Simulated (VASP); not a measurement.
Runs of VASP 6.6.1 on CdTe. The structure is that of space group Pm-3m (No. 221), or close to it. The cells are those of the table. 

```csv
task,cell,k mesh,cutoff (eV),gap on the mesh (eV),pressure (GPa),relaxed volume (Å³/atom)
relaxation of cell and atoms,"relaxed from a = 3.798 Å, 2 atoms",14 × 14 × 14,600,none,0.0,27.13
relaxation of cell and atoms,"relaxed from a = 3.963 Å, 2 atoms",4 × 4 × 4,600,none,0.0,27.63
single point,"a = 3.963 Å, 2 atoms",4 × 4 × 4,520,none,(a),-
single point,"a = 3.798 Å, 2 atoms",4 × 4 × 4,520,none,(b),-
single point,"a = 3.784 Å, 2 atoms",14 × 14 × 14,520,none,0.1,-
```

Alike in all rows: level PBE; potentials or basis VASP PAW PBE potentials, release 64 (Cd, Te); no spin polarisation; smearing gaussian 0.1 eV.

Question: Fill in the values left out.

Answer: (a) -3.7; (b) 0.4.

Caveats: some runs use coarse meshes; spin-orbit coupling is left out, which moves the levels of the heavy elements.

A k mesh can miss the band edges, and the runs leave out spin-orbit coupling on Cd, Te.

A gap of «none» marks levels without a gap at the run's occupations.
